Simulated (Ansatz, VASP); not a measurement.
## Ba2CaAgC6N6 in VASP and in Ansatz

```xyz
16
Lattice="0.0000 5.3960 5.3960 5.3960 0.0000 5.3960 5.3960 5.3960 0.0000" Properties=species:S:1:pos:R:3 pbc="T T T"
Ba    2.6980    2.6980    2.6980
Ba    8.0940    8.0940    8.0940
Ca    0.0000    0.0000    0.0000
Ag    5.3960    5.3960    5.3960
C     2.1060    5.3960    5.3960
C     5.3960    2.1060    5.3960
C     5.3960    5.3960    2.1060
C     8.6860    5.3960    5.3960
C     5.3960    8.6860    5.3960
C     5.3960    5.3960    8.6860
N     3.2760    5.3960    5.3960
N     5.3960    3.2760    5.3960
N     5.3960    5.3960    3.2760
N     7.5160    5.3960    5.3960
N     5.3960    7.5160    5.3960
N     5.3960    5.3960    7.5160
```

Alike in both runs: task single point; functional PBE; k mesh 4 × 4 × 4; occupations gaussian, width 0.1 eV; no spin polarisation.

```csv
,VASP,Ansatz
version,VASP 6.6.1,Ansatz 0.2.0
potentials or method,"VASP PAW PBE potentials, release 64 (Ba_sv, Ca_sv, Ag_sv_GW, C, N), cutoff 700 eV","scalar-relativistic, plane waves, PAW"
valence electrons in the cell,103,103
```

|  | VASP | Ansatz | Ansatz less VASP |
| --- | --- | --- | --- |
| gap on the k mesh at the Fermi level (eV) | none | none | - |
| pressure (GPa) | 15.4 | 15.0 | -0.42 |
| rms of the force components (eV/Å) | 0.802 | 0.949 | +0.1470 |

Atom by atom the forces differ by 0.175 eV/Å (rms over components). A gap of «none» marks a metal or a gap that the smearing closes.

Spin-orbit coupling is off throughout. Noted on VASP's run: the standard files for N, O and F lose accuracy on very short bonds.
